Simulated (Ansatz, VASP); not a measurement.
This is a calculation of SnTe for Ansatz 0.2.0.

input.yaml

```yaml
crystal:
  lattice:
    - [0.0, 3.15085, 3.15085]
    - [3.15085, 0.0, 3.15085]
    - [3.15085, 3.15085, 0.0]
  atoms:
    - { symbol: Te, position: [0.5, 0.5, 0.5] }
    - { symbol: Sn, position: [0.0, 0.0, 0.0] }
hamiltonian:
  xc: { exchange: pbe, correlation: pbe, exx: { coeff: 0.25, omega: 0.2 } }
  pseudopotentials: { kind: paw }
kpoints:
  mp_grid: { grid: [4, 4, 4] }
scf:
  occupations: { method: fermi_dirac, width: 0.05 }
output:
  forces: true
  stress: true
  eigenvalues: true
```

Potentials or basis: Ansatz PAW.

Run with:

```bash
$ ansatz run input.yaml --threads 2 --pin off --max-ram 5632MiB --backend cpu --events-out ev --progress --plain --runs-dir out
```

Problem. Set up the same calculation for VASP 6.6.1. Potentials there: VASP PAW PBE potentials, release 64 (Te, Sn_d).

Solution. As run (the cutoff follows the program's own potentials):

The input POSCAR:

```
SnTe
1.0
    0.0000000000      3.1508500000      3.1508500000
    3.1508500000      0.0000000000      3.1508500000
    3.1508500000      3.1508500000      0.0000000000
Te Sn
1 1
Direct
    0.5000000000      0.5000000000      0.5000000000
    0.0000000000      0.0000000000      0.0000000000
```

Contents of INCAR.step1:

```
ALGO = Normal
EDIFF = 1E-5
ENCUT = 520
GGA = PE
ISIF = 2
ISMEAR = -1
LASPH = T
LREAL = F
LWAVE = T
NBANDS = 17
NELM = 80
PREC = Accurate
SIGMA = 0.05
```

Contents of INCAR.step2:

```
AEXX = 0.25
ALGO = Normal
EDIFF = 1E-6
ENCUT = 520
GGA = PE
HFSCREEN = 0.2
ISIF = 2
ISMEAR = -1
ISTART = 1
LASPH = T
LCHARG = T
LELF = T
LHFCALC = T
LREAL = F
LVHAR = T
LWAVE = F
NBANDS = 17
NELM = 80
PREC = Accurate
PRECFOCK = Normal
SIGMA = 0.05
```

KPOINTS

```
k-points
0
Gamma
  4 4 4
```

Potentials or basis: VASP PAW PBE potentials, release 64 (Te, Sn_d).

Launch:

```console
$ cat potpaw_PBE.64/Te/POTCAR potpaw_PBE.64/Sn_d/POTCAR > POTCAR
$ cp INCAR.step1 INCAR
$ mpirun -np 1 vasp_std > vasp.out
$ cp INCAR.step2 INCAR
$ mpirun -np 1 vasp_std > vasp.out
```

Both were run:

|  | VASP | Ansatz | Ansatz less VASP |
| --- | --- | --- | --- |
| pressure (GPa) | 0.7 | 1.1 | +0.47 |

VASP's potentials were made for PBE, not for PBE-based screened hybrid. VASP's potentials hold 20 valence electrons a cell and Ansatz's 30, so a difference there can come from the potentials and not from the codes.

The k mesh is coarse, so the values compare programs but aren't converged. Neither program's run includes spin-orbit coupling.
